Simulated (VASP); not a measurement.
## AlSi23HO48 (a cell with a defect): single point with r2SCAN

System: AlSi23HO48 (a cell with a defect).

```xyz
73
Lattice="9.8316 0.0000 0.0000 -4.9158 8.5144 0.0000 0.0000 0.0000 10.8182" Properties=species:S:1:pos:R:3 pbc="T T T"
Si    2.5913    0.0503    1.7909
Si   -1.2648    2.2720    3.6099
Si    1.1634    2.0479   10.8113
Si   -2.2745    8.4418    7.1793
Si    8.4263    2.2543    9.0431
Si    1.1622    1.8932    5.4517
Si    0.2046    4.2910    1.8405
Si   -3.7850    6.5686    3.5917
Si   -1.2760    6.2956    0.0391
Si   -3.7369    6.4825    9.0360
Si   -1.2748    6.2391    5.3582
Si    7.6007    0.0112    1.8125
Si    3.5880    2.2903    3.6366
Si    5.9905    1.9382    0.0569
Si    7.5413    0.0030    7.2294
Si    3.5931    2.2319    9.0042
Si    6.0878    1.9534    5.3847
Si    5.0589    4.2653    1.8407
Si    1.1925    6.5514    3.6491
Si    3.6170    6.2515    0.0188
Si    5.1338    4.2116    7.2300
Si    1.1720    6.5695    9.0488
Si    3.6272    6.2614    5.4471
O    -0.3105    1.6776    4.7802
O     1.1462    3.1322    1.1985
O    -0.7382    3.6884    3.0168
O     1.6636    0.6183    0.5723
O     2.1234    2.5177    4.2803
O     3.5279    1.2200    2.4107
O    -0.3271    1.8853   10.1725
O     1.1245    2.8485    6.7357
O    -1.0722    3.7771    8.3694
O     1.7369    0.4407    5.9287
O     2.1267    2.5599    9.6135
O     3.5453    1.1131    7.8293
O    -2.7822    6.0863    4.7645
O    -1.3394    7.4119    1.2138
O    -3.3054    7.9762    2.9418
O    -0.7384    4.8939    0.6563
O    -0.3023    6.8620    4.1957
O     1.1679    5.4365    2.4626
O    -2.7638    6.0223   10.2530
O    -1.2909    7.2789    6.6272
O    -3.2577    7.8658    8.3518
O    -0.7655    4.8113    5.8568
O    -0.3297    6.8146    9.6460
O     1.2157    5.4659    7.9022
O     4.5997    1.7304    4.7845
O     5.9714    3.0712    1.2203
O     4.1274    3.7074    3.0516
O     6.5749    0.5554    0.6643
O     7.0686    2.4830    4.2051
O     8.5293    1.2178    2.3657
O     4.5256    1.6860   10.2303
O     6.0720    3.0591    6.5851
O     4.1869    3.6161    8.4016
O     6.6047    0.5513    6.0187
O     6.9588    2.4698    9.6667
O     8.4785    1.2014    7.8253
O     2.1304    6.0000    4.8691
O     3.6742    7.4136    1.1593
O     1.8087    7.9248    3.0402
O     4.1095    4.8424    0.6525
O     4.5635    6.7776    4.2223
O     6.0245    5.4322    2.4204
O     2.1022    6.0906   10.3050
O     3.6082    7.3719    6.6379
O     1.7093    7.9990    8.4641
O     4.2196    4.8857    6.0774
O     4.5849    6.6727    9.5892
O     6.1879    5.2651    7.9250
Al    0.2728    4.2801    7.1177
H    -2.1919    4.4595    8.1472
```

- Program: VASP 6.6.1
- Task: single point
- Functional: r2SCAN
- Potentials or basis: VASP PAW PBE potentials, release 64 (Si, O, Al, H)
- Cutoff: 520 eV
- k mesh: 1 × 1 × 1
- Occupations: gaussian, width 0.02 eV
- Spin: no spin polarisation

The pressure is -3.1 GPa and the largest force is 3.515 eV/Å. The band gap on the k mesh is 5.81 eV.

Forces in eV/Å, atoms in the order of the input:
```
Si   0.030  0.025 -0.022
Si   0.015  0.048 -0.010
Si  -0.215  0.037 -0.114
Si   0.112  0.114 -0.096
Si   0.176  1.081 -0.489
Si  -0.082  0.060  0.073
Si   0.023 -0.034 -0.049
Si  -0.008  0.062 -0.039
Si   0.178 -0.113  0.007
Si  -0.009  0.778  0.734
Si   0.112 -0.146 -0.024
Si   0.021  0.064 -0.016
Si  -0.052  0.023 -0.022
Si   0.117 -0.021 -0.116
Si   0.122  0.182  0.113
Si  -0.138 -0.049  0.123
Si   0.045 -0.134 -0.073
Si   0.059 -0.055  0.002
Si  -0.016  0.024 -0.030
Si  -0.181 -0.056  0.111
Si  -0.586 -0.752 -0.430
Si  -0.071 -0.048 -0.067
Si  -0.137  0.099 -0.064
O    0.116  0.221 -0.146
O   -0.241 -0.002 -0.111
O    0.135 -0.221 -0.142
O    0.183  0.188  0.185
O    0.153 -0.260  0.103
O   -0.240  0.007  0.159
O    0.208  0.020  0.057
O   -0.014 -0.112 -0.396
O   -3.057  1.585 -0.628
O    0.144  0.175  0.217
O    0.225 -0.265  0.138
O   -0.253 -0.003  0.123
O    0.072  0.202 -0.115
O   -0.291 -0.030 -0.175
O    0.164 -0.236 -0.114
O    0.121  0.264  0.175
O    0.111 -0.247  0.156
O   -0.253  0.045  0.166
O   -0.066  0.196 -0.369
O   -0.327  0.019 -0.135
O    0.091 -0.428 -0.113
O    0.018  0.431 -0.094
O    0.077 -0.190  0.194
O   -0.073  0.236  0.166
O    0.128  0.257 -0.105
O   -0.290  0.025 -0.103
O    0.140 -0.213 -0.155
O    0.149  0.188  0.166
O    0.080 -0.224  0.177
O   -0.257 -0.029  0.181
O    0.087  0.251 -0.168
O   -0.310  0.203 -0.008
O    0.311 -0.014 -0.239
O    0.106  0.242  0.115
O   -0.146 -0.327  0.315
O   -0.369 -0.298  0.062
O    0.176  0.237 -0.142
O   -0.259 -0.081 -0.159
O    0.103 -0.216 -0.149
O    0.165  0.248  0.105
O    0.128 -0.242  0.174
O   -0.273  0.028  0.152
O    0.216  0.206 -0.150
O   -0.223 -0.107 -0.184
O    0.118 -0.252 -0.157
O    0.287  0.175  0.313
O    0.310 -0.284 -0.032
O    0.782 -0.414  0.114
Al  -0.566 -0.220  0.512
H    2.888 -1.924  0.561
```

Stress tensor (GPa, compression positive):
```
-3.89  0.75 -0.13
 0.75 -2.74  0.43
-0.13  0.43 -2.53
```

Levels at points of the mesh, in eV from the valence-band top:
| k point | band 189 | band 190 | band 191 | band 192 | band 193 | band 194 | band 195 | band 196 |
| --- | --- | --- | --- | --- | --- | --- | --- | --- |
| (0.00, 0.00, 0.00) | -0.32 | -0.14 | -0.08 | 0.00 | 5.81 | 6.90 | 8.17 | 8.37 |

Wall time 17 min on 1 thread of Intel(R) Xeon(R) Platinum 8488C (Sapphire Rapids), with other jobs on the host, peak memory 1.1 GiB.

Caveat: the k points lie up to 0.74 Å⁻¹ apart; the PAW data sets were made with another functional, which shifts forces and pressure a little.
